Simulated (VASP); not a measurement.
# Al3GaIr (P4/mmm) in VASP: notebook

Al3GaIr is run at these levels: PBE; tasks: single point, relaxation of cell and atoms.

Everything below comes from runs of VASP 6.6.1. Logs are shortened: lines on timing, memory, paths and dates and some standing lists are left out, and cuts for length are marked.

## (1) The cell of the first run

Symmetry: P4/mmm, No. 123, tetragonal system. The conventional cell has a = 4.513 Å, b = 4.513 Å, c = 4.799 Å, α = 90.00°, β = 90.00°, γ = 90.00°. Within 4.2 Å of Al (site symmetry 4/mmm) lie 4 Ga at 3.19 Å and 8 Al at 3.29 Å and 8 Ir at 3.99 Å. Al (site symmetry mmm) has 2 Ir at 2.26 Å within 3.0 Å. Ga (site symmetry 4/mmm) has 2 Ir at 2.40 Å and 12 Al at 3.19 to 3.29 Å within 3.3 Å. Within 3.0 Å of Ir (site symmetry 4/mmm) lie 4 Al at 2.26 Å and 2 Ga at 2.40 Å.

The cell was built from a structure type or drawn by symmetry, and may not be a known phase.

## (2) Single point, PBE

The input, INCAR:

```
SYSTEM = Al3GaIr
PREC = Accurate
ENCUT = 520
EDIFF = 1E-6
ISMEAR = 0
SIGMA = 0.1
LREAL = .False.
LASPH = .True.
NELM = 100
ALGO = Normal
ISIF = 2
LWAVE = .False.
LCHARG = .False.
GGA = PE
NBANDS = 24
```

The input, KPOINTS:

```
regular mesh
0
Gamma
  4 4 4
  0 0 0
```

The input, POSCAR:

```
Al3GaIr
1.0
    4.5131013600      0.0000000000      0.0000000000
    0.0000000000      4.5131013600      0.0000000000
    0.0000000000      0.0000000000      4.7988130900
Al Ga Ir
3 1 1
Direct
    0.5000000000      0.5000000000      0.5000000000
    0.5000000000      0.0000000000      0.0000000000
    0.0000000000      0.5000000000      0.0000000000
    0.0000000000      0.0000000000      0.5000000000
    0.0000000000      0.0000000000      0.0000000000
```

Potentials or basis: VASP PAW PBE potentials, release 64 (Al, Ga_d, Ir).

Run with:

```bash
cat potpaw_PBE.64/Al/POTCAR potpaw_PBE.64/Ga_d/POTCAR potpaw_PBE.64/Ir/POTCAR > POTCAR
mpirun -np 1 vasp_std > vasp.out
```

OUTCAR:

```text
SYSTEM = Al3GaIr
   PREC = Accurate
   ENCUT = 520
   EDIFF = 1E-6
   ISMEAR = 0
   LREAL = .False.
   LASPH = .True.
   NELM = 100
   ISIF = 2
   GGA = PE

 ion  position               nearest neighbor table
   1  0.500  0.500  0.500-   2 3.29   3 3.29   2 3.29   3 3.29   2 3.29   2 3.29   3 3.29   3 3.29

   2  0.500  0.000  0.000-   5 2.26   5 2.26   3 3.19   3 3.19   3 3.19   3 3.19   1 3.29   1 3.29
                             1 3.29   1 3.29
   3  0.000  0.500  0.000-   5 2.26   5 2.26   2 3.19   2 3.19   2 3.19   2 3.19   1 3.29   1 3.29
                             1 3.29   1 3.29
   4  0.000  0.000  0.500-   5 2.40   5 2.40
   5  0.000  0.000  0.000-   2 2.26   3 2.26   3 2.26   2 2.26   4 2.40   4 2.40

  LATTYP: Found a simple tetragonal cell.
 ALAT       =     4.5131013600
 C/A-ratio  =     1.0633071822

  Lattice vectors:

 A1 = (   4.5131013600,   0.0000000000,   0.0000000000)
 A2 = (   0.0000000000,   4.5131013600,   0.0000000000)
 A3 = (   0.0000000000,   0.0000000000,   4.7988130900)

Analysis of symmetry for initial positions (statically):
=====================================================================
 Subroutine PRICEL returns:
 Original cell was already a primitive cell.

 Routine SETGRP: Setting up the symmetry group for a
 simple tetragonal supercell.

 Subroutine GETGRP returns: Found 16 space group operations
 (whereof 16 operations were pure point group operations)
 out of a pool of 16 trial point group operations.

The static configuration has the point symmetry D_4h.

Analysis of symmetry for dynamics (positions and initial velocities):
=====================================================================
 Subroutine PRICEL returns:
 Original cell was already a primitive cell.

 Routine SETGRP: Setting up the symmetry group for a
 simple tetragonal supercell.

 Subroutine GETGRP returns: Found 16 space group operations
 (whereof 16 operations were pure point group operations)
 out of a pool of 16 trial point group operations.

The dynamic configuration has the point symmetry D_4h.

 Subroutine INISYM returns: Found 16 space group operations
 (whereof 16 operations are pure point group operations),
 and found     1 'primitive' translations

----------------------------------------------------------------------------------------

                                     Primitive cell

  volume of cell :      97.7426

  direct lattice vectors                    reciprocal lattice vectors
     4.513101360  0.000000000  0.000000000     0.221577120  0.000000000  0.000000000
     0.000000000  4.513101360  0.000000000     0.000000000  0.221577120  0.000000000
     0.000000000  0.000000000  4.798813090     0.000000000  0.000000000  0.208384861

  length of vectors
     4.513101360  4.513101360  4.798813090     0.221577120  0.221577120  0.208384861

  position of ions in fractional coordinates (direct lattice)
     0.500000000  0.500000000  0.500000000
     0.500000000  0.000000000  0.000000000
     0.000000000  0.500000000  0.000000000
     0.000000000  0.000000000  0.500000000
     0.000000000  0.000000000  0.000000000

  ion indices of the primitive-cell ions
   primitive index   ion index
                 1           1
                 2           2
                 3           3
                 4           4
                 5           5

----------------------------------------------------------------------------------------

 KPOINTS: regular mesh

Automatic generation of k-mesh.
 Grid dimensions read from file:
 generate k-points for:    4    4    4

 Generating k-lattice:

  Cartesian coordinates                     Fractional coordinates (reciprocal lattice)
     0.055394280  0.000000000  0.000000000     0.250000000  0.000000000  0.000000000
     0.000000000  0.055394280  0.000000000     0.000000000  0.250000000  0.000000000
     0.000000000  0.000000000  0.052096215     0.000000000  0.000000000  0.250000000

  Length of vectors
     0.055394280  0.055394280  0.052096215

  Shift w.r.t. Gamma in fractional coordinates (k-lattice)
     0.000000000  0.000000000  0.000000000

 Subroutine IBZKPT returns following result:
 ===========================================

 Found     18 irreducible k-points:

 Following reciprocal coordinates:
            Coordinates               Weight
  0.000000  0.000000  0.000000      1.000000
  0.250000  0.000000  0.000000      4.000000
  0.500000  0.000000  0.000000      2.000000
  0.250000  0.250000  0.000000      4.000000
  0.500000  0.250000  0.000000      4.000000
  0.500000  0.500000  0.000000      1.000000
[... 10 lines left out ...]
  0.500000  0.250000  0.500000      4.000000
  0.500000  0.500000  0.500000      1.000000
   k-points           NKPTS =     18   k-points in BZ     NKDIM =     18   number of bands    NBANDS=     24
   number of dos      NEDOS =    301   number of ions     NIONS =      5
   total plane-waves  NPLWV =  46656
   dimension x,y,z NGX =    36 NGY =   36 NGZ =   36
   dimension x,y,z NGXF=    72 NGYF=   72 NGZF=   72
   ions per type =               3   1   1
   NGX,Y,Z   is equivalent  to a cutoff of  13.26, 13.26, 12.47 a.u.
   NGXF,Y,Z  is equivalent  to a cutoff of  26.52, 26.52, 24.94 a.u.
 SYSTEM =  Al3GaIr
   PREC   = accura    normal or accurate (medium, high low for compatibility)
   ISTART =      0    job   : 0-new  1-cont  2-samecut
   ICHARG =      2    charge: 1-file 2-atom 10-const
   ISPIN  =      1    spin polarized calculation?
   LNONCOLLINEAR =      F non collinear calculations
   LSORBIT =      F    spin-orbit coupling
   LASPH  =      T    aspherical Exc in radial PAW
   ENCUT  =  520.0 eV  38.22 Ry    6.18 a.u.   8.39  8.39  8.92*2*pi/ulx,y,z
   NELM   =    100;   NELMIN=  2; NELMDL= -5     # of ELM steps
   EDIFF  = 0.1E-05   stopping-criterion for ELM
   LREAL  =      F    real-space projection
   EDIFFG = 0.1E-04   stopping-criterion for IOM
   NSW    =      0    number of steps for IOM
   IBRION =     -1    ionic relax: 0-MD 1-quasi-New 2-CG
   NFREE  =      0    steps in history (QN), initial steepest desc. (CG)
   ISIF   =      2    stress and relaxation
   ISYM   =      2    0-nonsym 1-usesym 2-fastsym
   POTIM  = 0.5000    time-step for ionic-motion
   TEBEG  =    0.0;   TEEND  =   0.0 temperature during run
   PSTRESS=    0.0 pullay stress
   NELECT =      31.0000    total number of electrons
   NUPDOWN=      -1.0000    fix difference up-down
   EMIN   =  10.00;   EMAX   =-10.00  energy-range for DOS
   EFERMI =   0.00;   METHOD = LEGACY
   ISMEAR =     0;   SIGMA  =   0.10  broadening in eV -4-tet -1-fermi 0-gaus
   EFERMI_NEDOS =   21; number of points for ismear=-14 and -15
   IALGO  =     38    algorithm
   IMIX   =      4    mixing-type and parameters
     AMIX     =   0.40;   BMIX     =  1.00
     AMIX_MAG =   1.60;   BMIX_MAG =  1.00
  volume/ion in A,a.u.               =      19.55       131.92
  Fermi-wavevector in a.u.,A,eV,Ry     =   1.116437  2.109759 16.958718  1.246431
  Thomas-Fermi vector in A             =   2.253050
   LORBIT       =      0    0 simple, 1 ext, 2 COOP (PROOUT), +10 PAW based schemes
   GGA     = PE    functional components
   LHFCALC =     F    Hartree Fock is set to
   AEXX    =    0.0000 exact exchange contribution
   IVDW    =     0    specifies the selected vdW correction
   LEPSILON=     F    determine dielectric tensor
   LRPA    =     F    only Hartree local field effects (RPA)
 non-spin polarized calculation
 Gauss-broadening in eV      SIGMA  =   0.10
  energy-cutoff  :      520.00
  volume of cell :       97.74
 maximum number of plane-waves:      2656
 NGX is ok and might be reduce to    36
   NGX = 17   NGY = 17   NGZ = 17

 number of electron      31.0000005 magnetization

 Free energy of the ion-electron system (eV)
  ---------------------------------------------------
  ext. energy  EPLUGINS =         0.00000000
  ---------------------------------------------------
  free energy    TOTEN  =       -22.42222334 eV

  energy without entropy =      -22.41701395  energy(sigma->0) =      -22.41961864

 E-fermi :   6.2384     XC(G=0): -10.1112

 val. band max:        6.1171768398   @ k =   0.5000   0.2500   0.0000
 cond. band min:       6.2909072764   @ k =   0.2500   0.2500   0.0000
 fundamental gap:      0.1737304366
 Fermi energy:         6.2383551032

 k-point     1 :       0.0000    0.0000    0.0000
  band No.  band energies     occupation
      1      -8.9105      2.00000
      2      -8.8391      2.00000
      3      -8.8354      2.00000
      4      -8.7695      2.00000
      5      -8.7695      2.00000
      6      -3.9235      2.00000
[... 16 lines left out ...]
     23      10.1614      0.00000
     24      11.9482      0.00000

 k-point     2 :       0.2500    0.0000    0.0000
  band No.  band energies     occupation
      1      -8.9097      2.00000
      2      -8.8370      2.00000
      3      -8.8359      2.00000
      4      -8.7716      2.00000
      5      -8.7693      2.00000
      6      -3.4816      2.00000
[... 16 lines left out ...]
     23      10.1094      0.00000
     24      12.6085      0.00000

 k-point     3 :       0.5000    0.0000    0.0000
  band No.  band energies     occupation
      1      -8.9090      2.00000
      2      -8.8386      2.00000
      3      -8.8328      2.00000
      4      -8.7737      2.00000
      5      -8.7691      2.00000
      6      -2.6816      2.00000
[... 16 lines left out ...]
     23      11.6603      0.00000
     24      12.4405      0.00000
[... 352 lines left out ...]
 k-point    17 :       0.5000    0.2500    0.5000
  band No.  band energies     occupation
      1      -8.8404      2.00000
      2      -8.8287      2.00000
      3      -8.7819      2.00000
      4      -8.7549      2.00000
      5      -8.7521      2.00000
      6      -0.7352      2.00000
[... 16 lines left out ...]
     23      12.7996      0.00000
     24      12.8622      0.00000

 k-point    18 :       0.5000    0.5000    0.5000
  band No.  band energies     occupation
      1      -8.8430      2.00000
      2      -8.8255      2.00000
      3      -8.7810      2.00000
      4      -8.7545      2.00000
      5      -8.7545      2.00000
      6       0.3414      2.00000
[... 16 lines left out ...]
     23      14.5929      0.00000
     24      14.8832      0.00000

------------------------ aborting loop because EDIFF is reached ----------------------------------------

  FORCE on cell =-STRESS in cart. coord.  units (eV):
  Direction    XX          YY          ZZ          XY          YZ          ZX
  --------------------------------------------------------------------------------------
  -------------------------------------------------------------------------------------
  Total        8.9651162      8.9651162      2.7937008      0.0000000     -0.0000000     -0.0000000
  in kB      146.9543664    146.9543664     45.7937769      0.0000000     -0.0000000     -0.0000000
  external PRESSURE =     113.2341699 kB  Pullay stress =       0.0000000 kB

 VOLUME and BASIS-vectors are now :
 -----------------------------------------------------------------------------
  energy-cutoff  :      520.00
  volume of cell :       97.74
      direct lattice vectors                 reciprocal lattice vectors
     4.513101360  0.000000000  0.000000000     0.221577120  0.000000000  0.000000000
     0.000000000  4.513101360  0.000000000     0.000000000  0.221577120  0.000000000
     0.000000000  0.000000000  4.798813090     0.000000000  0.000000000  0.208384861

 POSITION                                       TOTAL-FORCE (eV/Angst)
 -----------------------------------------------------------------------------------
      2.25655      2.25655      2.39941         0.000000      0.000000      0.000000
      2.25655      0.00000      0.00000         0.000000      0.000000      0.000000
      0.00000      2.25655      0.00000         0.000000      0.000000      0.000000
      0.00000      0.00000      2.39941         0.000000      0.000000      0.000000
      0.00000      0.00000      0.00000         0.000000      0.000000      0.000000
 -----------------------------------------------------------------------------------
    total drift:                                0.000000     -0.000000      0.000000

  FREE ENERGIE OF THE ION-ELECTRON SYSTEM (eV)
  ---------------------------------------------------
  free  energy   TOTEN  =       -22.4222233409 eV

  energy  without entropy=      -22.4170139451  energy(sigma->0) =      -22.41961864
```

Run time: 20 s. Hardware: 1 thread of Intel Xeon 6975P-C (Granite Rapids), shared host; peak memory 0.22 GiB.

Results:

* Free energy: -22.4222 eV
* Pressure: 11.3 GPa
* Band gap on the k mesh: zero (an odd number of electrons rules out a gap without spin polarisation)

Stress tensor (GPa, compression positive):
```
14.70  0.00  0.00
 0.00 14.70  0.00
 0.00  0.00  4.58
```

Levels at points of the mesh, in eV from the Fermi level:
```tsv
k point	band 11	band 12	band 13	band 14	band 15	band 16	band 17	band 18	band 19	band 20
(0.00, 0.00, 0.00)	-3.22	-3.07	-2.97	-2.45	-2.45	0.64	1.22	2.93	2.93	3.09
(0.50, 0.00, 0.00)	-3.94	-3.16	-1.58	-1.57	-0.92	0.29	0.41	0.73	1.24	2.10
(0.50, 0.50, 0.00)	-4.44	-3.71	-3.71	-2.71	-0.18	0.52	0.52	0.59	2.27	2.55
(0.00, 0.00, 0.50)	-3.97	-3.60	-2.02	-0.98	-0.98	0.14	0.81	0.81	0.85	2.81
(0.50, 0.00, 0.50)	-4.32	-4.10	-3.79	-2.53	0.60	0.82	1.27	1.34	2.60	2.88
(0.50, 0.50, 0.50)	-4.52	-4.52	-4.44	-4.26	-4.24	-0.70	-0.70	-0.54	7.18	7.18
```

Caveat: the cell stands under pressure; spin-orbit coupling is left out, which moves the levels of the heavy elements.

## (3) Single point, PBE

This run uses another cell than the first one, of 21.86 Å³/atom.

The input, INCAR:

```
PREC = Accurate
ENCUT = 520
EDIFF = 1E-7
ISMEAR = 0
SIGMA = 0.1
LREAL = False
LASPH = True
NELM = 60
ALGO = Normal
ISIF = 2
LWAVE = False
LCHARG = True
GGA = PE
LELF = True
LVHAR = True
NBANDS = 24
```

The input, KPOINTS:

```
Automatic mesh
0
Gamma
  4 4 4
```

POSCAR, as its differences from that of step 2:

```diff
@@ -2,5 +2,5 @@
 1.0
-    4.5131013600      0.0000000000      0.0000000000
-    0.0000000000      4.5131013600      0.0000000000
-    0.0000000000      0.0000000000      4.7988130900
+    4.7769414567      0.0000000000      0.0000000000
+    0.0000000000      4.7769414567      0.0000000000
+    0.0000000000      0.0000000000      4.7898184368
 Al Ga Ir
```

Potentials or basis: VASP PAW PBE potentials, release 64 (Al, Ga_d, Ir).

Run with:

```bash
cat potpaw_PBE.64/Al/POTCAR potpaw_PBE.64/Ga_d/POTCAR potpaw_PBE.64/Ir/POTCAR > POTCAR
mpirun -np 1 vasp_std > vasp.out
```

Wall time 25 s (1 thread of Intel Xeon 6975P-C (Granite Rapids), shared host); peak memory 0.22 GiB.

It converged, with:

* Free energy: -22.9099 eV
* Pressure: 0.1 GPa
* Band gap on the k mesh: zero (an odd number of electrons rules out a gap without spin polarisation)

Stress tensor (GPa, compression positive):
```
-0.03  0.00  0.00
 0.00 -0.03  0.00
 0.00  0.00  0.25
```

Levels at points of the mesh, in eV from the Fermi level:
```csv
k point,band 11,band 12,band 13,band 14,band 15,band 16,band 17,band 18,band 19,band 20
"(0.00, 0.00, 0.00)",-2.81,-2.81,-2.45,-2.41,-2.41,0.84,0.85,2.78,2.91,2.91
"(0.50, 0.00, 0.00)",-3.37,-2.78,-1.76,-1.14,-1.09,0.31,0.43,0.77,0.90,1.87
"(0.50, 0.50, 0.00)",-3.92,-3.21,-3.21,-2.48,0.04,0.79,0.79,0.85,2.25,2.66
"(0.00, 0.00, 0.50)",-3.61,-3.01,-2.58,-0.96,-0.96,-0.03,0.73,0.78,0.78,2.04
"(0.50, 0.00, 0.50)",-3.97,-3.45,-3.45,-2.48,0.35,0.36,0.86,1.08,2.21,2.48
"(0.50, 0.50, 0.50)",-4.44,-4.44,-4.22,-3.97,-3.91,-0.58,-0.57,-0.57,6.67,6.67
```

Caveat: spin-orbit coupling is left out, which moves the levels of the heavy elements.

## (4) Relaxation of cell and atoms, PBE

The input, INCAR:

```
SYSTEM = Al3GaIr
  PREC = Accurate
  ENCUT = 600
  EDIFF = 1E-6
  ISMEAR = 0
  SIGMA = 0.1
  LREAL = .False.
  LASPH = .True.
  NELM = 80
  ALGO = Normal
  ISIF = 3
  LWAVE = .False.
  LCHARG = .False.
  GGA = PE
  IBRION = 2
  NSW = 90
  EDIFFG = -0.04
```

The input, KPOINTS:

```
regular mesh
0
Gamma
  4 4 4
  0 0 0
```

POSCAR, as its differences from that of step 3:

```diff
@@ -2,5 +2,5 @@
 1.0
-    4.7769414567      0.0000000000      0.0000000000
-    0.0000000000      4.7769414567      0.0000000000
-    0.0000000000      0.0000000000      4.7898184368
+    4.5131013600      0.0000000000      0.0000000000
+    0.0000000000      4.5131013600      0.0000000000
+    0.0000000000      0.0000000000      4.7988130900
 Al Ga Ir
```

Run with:

```bash
cat potpaw_PBE.64/Al/POTCAR potpaw_PBE.64/Ga_d/POTCAR potpaw_PBE.64/Ir/POTCAR > POTCAR
mpirun -np 1 vasp_std > vasp.out
```

Wall time 65 s (1 thread of Intel Xeon 6975P-C (Granite Rapids), shared host); peak memory 0.25 GiB.

The run converged. Its results:

```
Free energy                           : -22.9092 eV
Relaxed volume                        : 21.88 Å³/atom
Relaxed cell                          : a = 4.777 Å, b = 4.777 Å, c = 4.793 Å, α = 90.00°, β = 90.00°, γ = 90.00°
Space group after relaxing (to 0.1 Å) : P4/mmm (No. 123)
Energy gained by relaxing             : 97.4 meV/atom
Ionic steps                           : 4
Pressure after relaxing               : 0.0 GPa
Band gap on the k mesh                : zero (an odd number of electrons rules out a gap without spin polarisation)
```

Stress tensor (GPa, compression positive):
```
-0.06  0.00  0.00
 0.00 -0.06  0.00
 0.00  0.00  0.13
```

The path:
```tsv
step	energy change (eV)	largest force (eV/Å)	pressure (GPa)	volume (Å³)
1	0.0000	0.0000	11.33	97.74
2	-0.3219	0.0000	-5.37	118.51
3	-0.4673	0.0000	-0.66	110.25
4	-0.4869	0.0000	0.00	109.38
```

Final structure:
```yaml
crystal:
  lattice:
    - [4.77724, 0.00000, 0.00000]
    - [0.00000, 4.77724, 0.00000]
    - [0.00000, 0.00000, 4.79261]
  atoms:
    - { symbol: Al, position: [0.50000, 0.50000, 0.50000] }
    - { symbol: Al, position: [0.50000, 0.00000, 0.00000] }
    - { symbol: Al, position: [0.00000, 0.50000, 0.00000] }
    - { symbol: Ga, position: [0.00000, 0.00000, 0.50000] }
    - { symbol: Ir, position: [0.00000, 0.00000, 0.00000] }
```

Levels at points of the mesh, in eV from the Fermi level:
```
           k point  band 13  band 14  band 15  band 16  band 17  band 18
(0.00, 0.00, 0.00)    -2.45    -2.40    -2.40     0.83     0.86     2.78
(0.50, 0.00, 0.00)    -1.77    -1.14    -1.08     0.31     0.43     0.77
(0.50, 0.50, 0.00)    -3.20    -2.48     0.04     0.79     0.79     0.85
(0.00, 0.00, 0.50)    -2.58    -0.95    -0.95    -0.03     0.74     0.78
(0.50, 0.00, 0.50)    -3.45    -2.48     0.35     0.36     0.86     1.08
(0.50, 0.50, 0.50)    -4.22    -3.97    -3.91    -0.58    -0.57    -0.57
```

Caveat: spin-orbit coupling is left out, which moves the levels of the heavy elements.

## (5) Summary

```csv
task,cell,cutoff (eV),gap on the mesh (eV),pressure (GPa)
single point,"a = 4.513, b = 4.513, c = 4.799 Å, 5 atoms",520,none,11.3
single point,"a = 4.777, b = 4.777, c = 4.790 Å, 5 atoms",520,none,0.1
relaxation of cell and atoms,"relaxed from a = 4.513, b = 4.513, c = 4.799 Å, 5 atoms",600,none,0.0
```

Alike in all rows: level PBE; potentials or basis VASP PAW PBE potentials, release 64 (Al, Ga_d, Ir); no spin polarisation; k mesh 4 × 4 × 4; smearing gaussian 0.1 eV.

Caveats: spin-orbit coupling is left out, which moves the levels of the heavy elements; the cell stands under pressure (at least some runs).

Total energies depend on the potentials used, so only differences within one code and one set of settings carry meaning.
